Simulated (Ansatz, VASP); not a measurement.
One calculation of TiSi, two programs

```
Ti Si
1.0
     0.00000    3.57245    0.00000
    -3.76952    0.00000    0.00000
     0.00000    0.00000    4.08759
Ti Si
2 2
Direct
  0.00000 0.00000 0.05076
  0.50000 0.00000 0.55076
  0.00000 0.50000 0.55074
  0.50000 0.50000 0.05074
```

Alike in both runs: task single point; functional LDA; k mesh 10 × 10 × 8; occupations gaussian, width 0.15 eV; no spin polarisation.

```csv
,VASP,Ansatz
version,VASP 6.6.1,Ansatz 0.2.0
potentials or method,"VASP PAW LDA potentials, release 64 (Ti_sv, Si), cutoff 520 eV","scalar-relativistic, plane waves, PAW"
valence electrons in the cell,32,32
```

```csv
,VASP,Ansatz,Ansatz less VASP
gap on the k mesh at the Fermi level (eV),none,none,-
pressure (GPa),0.1,0.0,-0.13
"traceless stress, the component that is largest in VASP (GPa)",-0.42,-0.34,+0.085
```

LDA's correlation is that of Perdew and Zunger in VASP and of Perdew and Wang (1992) in Ansatz. A gap of «none» marks a metal or a gap that the smearing closes. Ansatz's warnings: structure snapped to symmetry.
